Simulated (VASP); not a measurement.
A run of VASP 6.6.1 is set up as follows.

File INCAR:

```
SYSTEM = Ni
PREC     = Accurate       ! precision mode
ENCUT    = 690            ! plane-wave cutoff, eV
EDIFF    = 1E-6           ! SCF threshold, eV
ISMEAR   = -1             ! smearing method
SIGMA    = 0.1            ! smearing width, eV
LREAL    = .FALSE.        ! projectors in reciprocal space
LASPH    = .TRUE.         ! aspherical terms in the spheres
NELM     = 200            ! most SCF steps
ALGO     = Normal         ! electronic algorithm
ISIF     = 2              ! what is computed and relaxed
LWAVE    = .FALSE.        ! write WAVECAR
LCHARG   = .FALSE.        ! write CHGCAR
ISPIN    = 2              ! spin polarisation
MAGMOM   = 1 1            ! initial moments
LORBIT   = 11             ! projections on sites
LMAXMIX  = 4              ! l up to which the mixer works
GGA      = PE             ! functional
NBANDS   = 29             ! bands
GGA_COMPAT= .FALSE.
```

Contents of KPOINTS:

```
Automatic mesh
0
G
  14 14 14
  0 0 0
```

Contents of POSCAR:

```
Ni
1.0
    0.0000000000      2.1529633205      2.1529633205
    2.1529633205      0.0000000000      2.1529633205
    2.1529633205      2.1529633205      0.0000000000
Ni
2
Direct
   -0.1250000000     -0.1250000000     -0.1250000000
    0.1250000000      0.1250000000      0.1250000000
```

Potentials or basis: VASP PAW PBE potentials, release 64 (Ni_sv_GW).

The run is started by

```console
$ cat potpaw_PBE.64/Ni_sv_GW/POTCAR > POTCAR
$ mpirun -np 1 vasp_std > vasp.out
```

Task: Estimate the net moment.

Result: 1.44 μB per cell.

Task: What does it give for the site moments?

Result: Ni +0.73 μB.

Task: Predict the pressure.

Result: 154.0 GPa.

Caveat: the cell stands under pressure.
